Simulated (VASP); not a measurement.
Input of a VASP 6.6.1 run:

File INCAR:

```
PREC     = Accurate       # precision mode
ENCUT    = 570            # plane-wave cutoff, eV
EDIFF    = 1E-6           # SCF threshold, eV
ISMEAR   = -1             # smearing method
SIGMA    = 0.05           # smearing width, eV
LREAL    = F              # projectors in reciprocal space
LASPH    = T              # aspherical terms in the spheres
NELM     = 200            # most SCF steps
ALGO     = Normal         # electronic algorithm
ISIF     = 2              # what is computed and relaxed
LWAVE    = F              # write WAVECAR
LCHARG   = F              # write CHGCAR
LMAXMIX  = 4              # l up to which the mixer works
LDAU     = T              # DFT+U
LDAUTYPE = 2            
LDAUL    = 2 -1           # shell
LDAUU    = 2 0            # U, eV
LDAUJ    = 0 0          
LDAUPRINT= 1            
GGA      = PS             # functional
NBANDS   = 22             # bands
GGA_COMPAT= F
```

Contents of KPOINTS:

```
Automatic mesh
0
Gamma
  9 9 5
```

Contents of POSCAR:

```
PtS2
1.0
    3.5432000000      0.0000000000      0.0000000000
   -1.7716000000      3.0685012107      0.0000000000
    0.0000000000      0.0000000000      5.0388000000
Pt S
1 2
Direct
    0.0000000000      0.0000000000      0.0000000000
    0.6666666667      0.3333333333      0.7730000000
    0.3333333333      0.6666666667      0.2270000000
```

Potentials or basis: VASP PAW PBE potentials, release 64 (Pt_sv_GW, S).

Run with:

```sh
$ cat potpaw_PBE.64/Pt_sv_GW/POTCAR potpaw_PBE.64/S/POTCAR > POTCAR
$ mpirun -np 1 vasp_std > vasp.out
```

(1) Predict the pressure.

(2) What does it give for the band gap on the k mesh?

(3) What does it give for the largest force?

Answers

(1) 5.4 GPa.

(2) 1.00 eV (least direct gap 1.05 eV).

(3) 0.949 eV/Å.

Caveat: the cell stands under pressure; the PAW data sets were made with another functional, which shifts forces and pressure a little; spin-orbit coupling is left out, which moves the levels of the heavy elements.
